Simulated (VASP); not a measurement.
# Hf (R-3m) in VASP: a series of runs

Runs on Hf. Level: PBEsol. Tasks: single point.

Program: VASP 6.6.1. These are calculated values, not measurements. Logs are shortened: lines on timing, memory, paths and dates and some standing lists are left out, and cuts for length are marked.

## (1) The cell of the first run

It takes space group R-3m (No. 166, trigonal). Conventional cell: a = 3.155 Å, b = 3.155 Å, c = 7.613 Å, α = 90.00°, β = 90.00°, γ = 120.00°. Within 4.1 Å of Hf (site symmetry -3m) lie 12 Hf at 3.12 to 3.16 Å.

## (2) Single point, PBEsol (equal xy, yz and zx shear strains of -1 %)

The input, INCAR:

```
SYSTEM = Hf
ALGO = Normal
EDIFF = 1E-7
ENCUT = 520
GGA = PS
ISIF = 2
ISMEAR = -1
LASPH = .True.
LCHARG = .False.
LREAL = .False.
LWAVE = .False.
NBANDS = 11
NELM = 80
PREC = Accurate
SIGMA = 0.03
```

The input, KPOINTS:

```
k-points
0
Gamma
  16 16 16
  0 0 0
```

The input, POSCAR:

```
Hf
1.0
   -0.0222000000      2.2089000000      2.2089000000
    2.2089000000     -0.0222000000      2.2089000000
    2.2089000000      2.2089000000     -0.0222000000
Hf
1
Direct
    0.0000000000      0.0000000000      0.0000000000
```

Potentials or basis: VASP PAW PBE potentials, release 64 (Hf_pv).

Command:

```
$ cat potpaw_PBE.64/Hf_pv/POTCAR > POTCAR
$ mpirun -np 1 vasp_std > vasp.out
```

OUTCAR:

```text
SYSTEM = Hf
   EDIFF = 1E-7
   ENCUT = 520
   GGA = PS
   ISIF = 2
   ISMEAR = -1
   LASPH = .True.
   LREAL = .False.
   NELM = 80
   PREC = Accurate

 ion  position               nearest neighbor table
   1  0.000  0.000  0.000-

  LATTYP: Found a trigonal (rhomboedric) cell.
 ALAT       =     3.1239352202
 COS(alpha) =     0.4899250057

  Lattice vectors:

 A1 = (  -0.0222000000,   2.2089000000,   2.2089000000)
 A2 = (   2.2089000000,  -0.0222000000,   2.2089000000)
 A3 = (   2.2089000000,   2.2089000000,  -0.0222000000)

Analysis of symmetry for initial positions (statically):
=====================================================================
 Subroutine PRICEL returns:
 Original cell was already a primitive cell.

 Routine SETGRP: Setting up the symmetry group for a
 trigonal (rhombohedral) supercell.

 Subroutine GETGRP returns: Found 12 space group operations
 (whereof 12 operations were pure point group operations)
 out of a pool of 12 trial point group operations.

The static configuration has the point symmetry D_3d.

Analysis of symmetry for dynamics (positions and initial velocities):
=====================================================================
 Subroutine PRICEL returns:
 Original cell was already a primitive cell.

 Routine SETGRP: Setting up the symmetry group for a
 trigonal (rhombohedral) supercell.

 Subroutine GETGRP returns: Found 12 space group operations
 (whereof 12 operations were pure point group operations)
 out of a pool of 12 trial point group operations.

The dynamic configuration has the point symmetry D_3d.

 Subroutine INISYM returns: Found 12 space group operations
 (whereof 12 operations are pure point group operations),
 and found     1 'primitive' translations

----------------------------------------------------------------------------------------

                                     Primitive cell

  volume of cell :      21.8804

  direct lattice vectors                    reciprocal lattice vectors
    -0.022200000  2.208900000  2.208900000    -0.222972860  0.225236544  0.225236544
     2.208900000 -0.022200000  2.208900000     0.225236544 -0.222972860  0.225236544
     2.208900000  2.208900000 -0.022200000     0.225236544  0.225236544 -0.222972860

  length of vectors
     3.123935220  3.123935220  3.123935220     0.388818592  0.388818592  0.388818592

  position of ions in fractional coordinates (direct lattice)
     0.000000000  0.000000000  0.000000000

  ion indices of the primitive-cell ions
   primitive index   ion index
[... 79 lines left out ...]
   ISIF   =      2    stress and relaxation
   ISYM   =      2    0-nonsym 1-usesym 2-fastsym
   POTIM  = 0.5000    time-step for ionic-motion
   TEBEG  =    0.0;   TEEND  =   0.0 temperature during run
   PSTRESS=    0.0 pullay stress
   NELECT =      10.0000    total number of electrons
   NUPDOWN=      -1.0000    fix difference up-down
   EMIN   =  10.00;   EMAX   =-10.00  energy-range for DOS
   EFERMI =   0.00;   METHOD = LEGACY
   ISMEAR =    -1;   SIGMA  =   0.03  broadening in eV -4-tet -1-fermi 0-gaus
   EFERMI_NEDOS =   21; number of points for ismear=-14 and -15
   IALGO  =     38    algorithm
   IMIX   =      4    mixing-type and parameters
     AMIX     =   0.40;   BMIX     =  1.00
     AMIX_MAG =   1.60;   BMIX_MAG =  1.00
  volume/ion in A,a.u.               =      21.88       147.66
  Fermi-wavevector in a.u.,A,eV,Ry     =   1.261022  2.382987 21.635673  1.590177
  Thomas-Fermi vector in A             =   2.394502
   LORBIT       =      0    0 simple, 1 ext, 2 COOP (PROOUT), +10 PAW based schemes
   GGA     = PS    functional components
   LHFCALC =     F    Hartree Fock is set to
   AEXX    =    0.0000 exact exchange contribution
   IVDW    =     0    specifies the selected vdW correction
   LEPSILON=     F    determine dielectric tensor
   LRPA    =     F    only Hartree local field effects (RPA)
 non-spin polarized calculation
  energy-cutoff  :      520.00
  volume of cell :       21.88
 maximum number of plane-waves:       602
   NGX = 11   NGY = 11   NGZ = 11

 number of electron      10.0000000 magnetization

 Free energy of the ion-electron system (eV)
  ---------------------------------------------------
  ext. energy  EPLUGINS =         0.00000000
  ---------------------------------------------------
  free energy    TOTEN  =       -10.43058211 eV

  energy without entropy =      -10.42512932  energy(sigma->0) =      -10.42785572

 E-fermi :   4.7338     XC(G=0): -11.4947

 val. band max:        4.7336644312   @ k =   0.3750   0.3125   0.3125
 cond. band min:       4.7393474081   @ k =   0.5000   0.1250   0.0625
 fundamental gap:      0.0056829769
 Fermi energy:         4.7337578223

 k-point     1 :       0.0000    0.0000    0.0000
  band No.  band energies     occupation
      1     -25.1534      2.00000
      2     -25.1534      2.00000
      3     -25.1313      2.00000
      4      -2.5569      2.00000
      5       6.0513      0.00000
      6       6.0513      0.00000
      7       6.2962      0.00000
      8       9.0023      0.00000
      9       9.0023      0.00000
     10      16.1772      0.00000
     11      17.8605      0.00000
[... 309 lines left out ...]
 k-point    24 :      -0.0625    0.0625    0.0000
  band No.  band energies     occupation
      1     -25.2366      2.00000
      2     -25.1743      2.00000
      3     -25.1420      2.00000
      4      -2.1903      2.00000
      5       5.6984      0.00000
      6       6.2202      0.00000
      7       6.4632      0.00000
      8       8.6633      0.00000
      9       9.0005      0.00000
     10      16.9717      0.00000
     11      17.8582      0.00000

 [... further k-points ...]

------------------------ aborting loop because EDIFF is reached ----------------------------------------

  FORCE on cell =-STRESS in cart. coord.  units (eV):
  Direction    XX          YY          ZZ          XY          YZ          ZX
  --------------------------------------------------------------------------------------
  -------------------------------------------------------------------------------------
  Total       -0.2730112     -0.2730112     -0.2730112      0.0764182      0.0764182      0.0764182
  in kB      -19.9910134    -19.9910134    -19.9910134      5.5956611      5.5956611      5.5956611
  external PRESSURE =     -19.9910134 kB  Pullay stress =       0.0000000 kB

 VOLUME and BASIS-vectors are now :
 -----------------------------------------------------------------------------
  energy-cutoff  :      520.00
  volume of cell :       21.88
      direct lattice vectors                 reciprocal lattice vectors
    -0.022200000  2.208900000  2.208900000    -0.222972860  0.225236544  0.225236544
     2.208900000 -0.022200000  2.208900000     0.225236544 -0.222972860  0.225236544
     2.208900000  2.208900000 -0.022200000     0.225236544  0.225236544 -0.222972860

 POSITION                                       TOTAL-FORCE (eV/Angst)
 -----------------------------------------------------------------------------------
      0.00000      0.00000      0.00000         0.000000     -0.000000      0.000000
 -----------------------------------------------------------------------------------
    total drift:                               -0.000000      0.000000      0.000000

  FREE ENERGIE OF THE ION-ELECTRON SYSTEM (eV)
  ---------------------------------------------------
  free  energy   TOTEN  =       -10.4305821123 eV

  energy  without entropy=      -10.4251293234  energy(sigma->0) =      -10.42785572
```

stdout:

```text
POSCAR found type information on POSCAR Hf
 POSCAR found :  1 types and       1 ions
 scaLAPACK will be used
 -----------------------------------------------------------------------------
|                                                                             |
|                                                                             |
|     You enforced a specific xc type in the INCAR file but a different       |
|     I HOPE YOU KNOW WHAT YOU ARE DOING!                                     |
|                                                                             |
 -----------------------------------------------------------------------------

 LDA part: xc-table for (Slater+PW92), standard interpolation
 POSCAR, INCAR and KPOINTS ok, starting setup
 FFT: planning ... GRIDC
 FFT: planning ... GRID_SOFT
 FFT: planning ... GRID
 WAVECAR not read
 entering main loop
```

Run time: 28 s. Hardware: 1 thread of Intel Xeon 6975P-C (Granite Rapids), shared host; peak memory 0.22 GiB.

What came out:

```
Free energy            : -10.4306 eV
Pressure               : -2.0 GPa
Band gap on the k mesh : zero (band 5 reaches 6.13 eV, above the bottom of band 6 at 4.33 eV)
```

Stress tensor (GPa, compression positive):
```
-2.00  0.56  0.56
 0.56 -2.00  0.56
 0.56  0.56 -2.00
```

Levels at points of the mesh, in eV from the Fermi level:
```tsv
k point	band 2	band 3	band 4	band 5	band 6	band 7	band 8	band 9
(0.00, 0.00, 0.00)	-29.89	-29.87	-7.29	1.32	1.32	1.56	4.27	4.27
(0.50, 0.00, 0.00)	-29.99	-29.99	-3.72	0.64	1.06	1.31	6.36	6.53
(0.50, 0.50, 0.00)	-30.21	-30.18	-3.35	-2.21	2.66	6.46	7.11	7.13
(0.50, 0.50, 0.50)	-30.01	-30.01	-3.66	0.81	1.11	1.11	6.51	6.51
```

Caveat: the cell differs from its parent crystal (equal xy, yz and zx shear strains of -1 %); the PAW data sets were made with another functional, which shifts forces and pressure a little; spin-orbit coupling is left out, which moves the levels of the heavy elements.

## (3) Single point, PBEsol (equal xy, yz and zx shear strains of +1 %)

The input, INCAR:

```
PREC = Accurate ; ENCUT = 520
EDIFF = 1E-7 ; ISMEAR = -1
SIGMA = 0.03 ; LREAL = False
LASPH = True ; NELM = 60
ALGO = Normal ; ISIF = 2
LWAVE = False ; LCHARG = False
GGA = PS ; NBANDS = 11
```

The input, KPOINTS:

```
Automatic mesh
0
Gamma
  16 16 16
```

The input, POSCAR:

```
Hf
1.0
    0.0222000000      2.2311000000      2.2311000000
    2.2311000000      0.0222000000      2.2311000000
    2.2311000000      2.2311000000      0.0222000000
Hf
1
Direct
    0.0000000000      0.0000000000      0.0000000000
```

Potentials or basis: VASP PAW PBE potentials, release 64 (Hf_pv).

Command:

```
$ cat potpaw_PBE.64/Hf_pv/POTCAR > POTCAR
$ mpirun -np 1 vasp_std > vasp.out
```

It took 26 s on 1 thread of Intel Xeon 6975P-C (Granite Rapids), shared host; peak memory 0.22 GiB.

It converged, with:

```yaml
Free_energy: -10.4305 eV
Pressure: -2.0 GPa
Band_gap_on_the_k_mesh: zero (band 5 reaches 5.99 eV, above the bottom of band 6 at 4.34 eV)
```

Stress tensor (GPa, compression positive):
```
-2.00 -0.59 -0.59
-0.59 -2.00 -0.59
-0.59 -0.59 -2.00
```

Levels at points of the mesh, in eV from the Fermi level:
| k point | band 3 | band 4 | band 5 | band 6 | band 7 | band 8 |
| --- | --- | --- | --- | --- | --- | --- |
| (0.00, 0.00, 0.00) | -29.87 | -7.29 | 1.24 | 1.48 | 1.48 | 4.27 |
| (0.50, 0.00, 0.00) | -30.00 | -3.69 | 0.73 | 1.03 | 1.27 | 6.38 |
| (0.50, 0.50, 0.00) | -30.18 | -3.35 | -2.21 | 2.66 | 6.46 | 7.11 |
| (0.50, 0.50, 0.50) | -29.98 | -3.75 | 0.56 | 1.22 | 1.22 | 6.42 |

Caveat: the cell differs from its parent crystal (equal xy, yz and zx shear strains of +1 %); the PAW data sets were made with another functional, which shifts forces and pressure a little; spin-orbit coupling is left out, which moves the levels of the heavy elements.

## (4) Single point, PBEsol (equal xy, yz and zx shear strains of +2 %)

The input, INCAR:

```
SYSTEM = Hf
  PREC = Accurate
  ENCUT = 520
  EDIFF = 1E-6
  ISMEAR = -1
  SIGMA = 0.03
  LREAL = .FALSE.
  LASPH = .TRUE.
  NELM = 80
  ALGO = Normal
  ISIF = 2
  LWAVE = .FALSE.
  LCHARG = .FALSE.
  GGA = PS
  NBANDS = 11
```

The input, KPOINTS:

```
regular mesh
0
G
  16 16 16
  0 0 0
```

The input, POSCAR:

```
Hf
1.0
    0.0444000000      2.2422000000      2.2422000000
    2.2422000000      0.0444000000      2.2422000000
    2.2422000000      2.2422000000      0.0444000000
Hf
1
Direct
    0.0000000000      0.0000000000      0.0000000000
```

Command:

```
$ cat potpaw_PBE.64/Hf_pv/POTCAR > POTCAR
$ mpirun -np 1 vasp_std > vasp.out
```

It took 23 s on 1 thread of Intel Xeon 6975P-C (Granite Rapids), shared host; peak memory 0.21 GiB.

It converged, with:

| Item | Value |
| --- | --- |
| Free energy | -10.4270 eV |
| Pressure | -1.9 GPa |
| Band gap on the k mesh | zero (band 5 reaches 5.88 eV, above the bottom of band 6 at 4.32 eV) |

Stress tensor (GPa, compression positive):
```
-1.93 -1.18 -1.18
-1.18 -1.93 -1.18
-1.18 -1.18 -1.93
```

Levels at points of the mesh, in eV from the Fermi level:
```tsv
k point	band 2	band 3	band 4	band 5	band 6	band 7	band 8	band 9
(0.00, 0.00, 0.00)	-29.87	-29.87	-7.29	1.08	1.55	1.55	4.28	4.28
(0.50, 0.00, 0.00)	-30.02	-30.00	-3.68	0.77	0.89	1.38	6.27	6.67
(0.50, 0.50, 0.00)	-30.22	-30.17	-3.35	-2.22	2.66	6.43	7.09	7.15
(0.50, 0.50, 0.50)	-29.96	-29.96	-3.80	0.44	1.26	1.26	6.38	6.38
```

Caveat: the cell differs from its parent crystal (equal xy, yz and zx shear strains of +2 %); the PAW data sets were made with another functional, which shifts forces and pressure a little; spin-orbit coupling is left out, which moves the levels of the heavy elements.

## (5) Overview

```csv
cell,gap on the mesh (eV),pressure (GPa)
"a = 3.124 Å, angles 60.7°, 1 atom",none,-2.0
"a = 3.155 Å, angles 59.3°, 1 atom",none,-2.0
"a = 3.171 Å, angles 58.7°, 1 atom",none,-1.9
```

Alike in all rows: task single point; level PBEsol; potentials or basis VASP PAW PBE potentials, release 64 (Hf_pv); no spin polarisation; k mesh 16 × 16 × 16; cutoff (eV) 520; smearing fermi-dirac 0.03 eV.

Caveats: the PAW data sets were made with another functional, which shifts forces and pressure a little; spin-orbit coupling is left out, which moves the levels of the heavy elements.

Total energies depend on the potentials used, so only differences within one code and one set of settings carry meaning.
